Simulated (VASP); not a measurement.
Wanted: the native input for a VASP 6.6.1 run.

```yaml
Task: single point
Functional: LDA
Potentials_or_basis: VASP PAW LDA potentials, release 64 (Ga_d, N)
Cutoff: 520 eV
k_mesh: 10 × 10 × 10
Occupations: gaussian, width 0.01 eV
Spin: no spin polarisation
Dipole_correction: no
Further_INCAR_settings: ALGO = Normal; EDIFF = 1e-07; NBANDS = 16
```

The structure of GaN lies in POSCAR:

```
GaN
1.0
    2.2499815442      2.2499815442      0.0000000000
   -2.2499815442      2.2499815442      0.0000000000
    0.0000000000      2.2499815442      2.2032559503
Ga N
1 1
Direct
    0.0000000000      0.0000000000      0.0000000000
    0.2500000000      0.7500000000      0.5000000000
```

This cell differs from its parent crystal: in-plane strain +0.01, then relaxed in part.

One way to write it, as run:

INCAR

```
SYSTEM = GaN
ALGO = Normal
EDIFF = 1E-7
ENCUT = 520
GGA = CA
ISIF = 2
ISMEAR = 0
LASPH = .TRUE.
LCHARG = .FALSE.
LREAL = .FALSE.
LWAVE = .FALSE.
NBANDS = 16
NELM = 100
PREC = Accurate
SIGMA = 0.01
```

KPOINTS

```
k-points
0
G
  10 10 10
  0 0 0
```

Potentials or basis: VASP PAW LDA potentials, release 64 (Ga_d, N).

Launch:

```bash
$ cat potpaw_LDA.64/Ga_d/POTCAR potpaw_LDA.64/N/POTCAR > POTCAR
$ mpirun -np 1 vasp_std > vasp.out
```

Results of the run:

```
Pressure               : -0.7 GPa
Band gap on the k mesh : 1.85 eV, direct
```

Caveat: the cell differs from its parent crystal (in-plane strain +0.01, then relaxed in part).

It took 18 s on 1 thread of AMD EPYC 9R45 96-Core Processor (Zen 5) (shared host), peak memory 0.12 GiB.
